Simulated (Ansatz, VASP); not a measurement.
## MnO in VASP and in Ansatz

```xyz
2
Lattice="0.0000 2.2230 2.2230 2.2230 0.0000 2.2230 2.2230 2.2230 0.0000" Properties=species:S:1:pos:R:3 pbc="T T T"
Mn    0.0000    0.0000    0.0000
O     2.2230    2.2230    2.2230
```

Alike in both runs: task single point; functional PBE; k mesh 13 × 13 × 13; occupations fermi-dirac, width 0.15 eV; collinear spin; Hubbard terms Mn d U = 4.5 eV.

|  | VASP | Ansatz |
| --- | --- | --- |
| version | VASP 6.6.1 | Ansatz 0.2.0 |
| potentials or method | VASP PAW PBE potentials, release 64 (Mn_pv, O), cutoff 520 eV | plane waves, PAW |
| valence electrons in the cell | 19 | 21 |

|  | VASP | Ansatz | Ansatz less VASP |
| --- | --- | --- | --- |
| gap on the k mesh at the Fermi level (eV) | none | none | - |
| net moment per atom (μB) | 2.50 | 2.50 | 0.000 |
| size of the moment on the site where the two differ most (μB) | 4.64 | 4.29 | -0.352 |

Site moments also hang on the region over which each program counts them. The programs project onto different local orbitals, so the same U acts differently, and such runs can settle in different states. A gap of «none» marks a metal or a gap that the smearing closes. VASP's potentials hold 19 valence electrons a cell and Ansatz's 21, so a difference there can come from the potentials and not from the codes. Ansatz's warnings: filled band counts differ across k points.
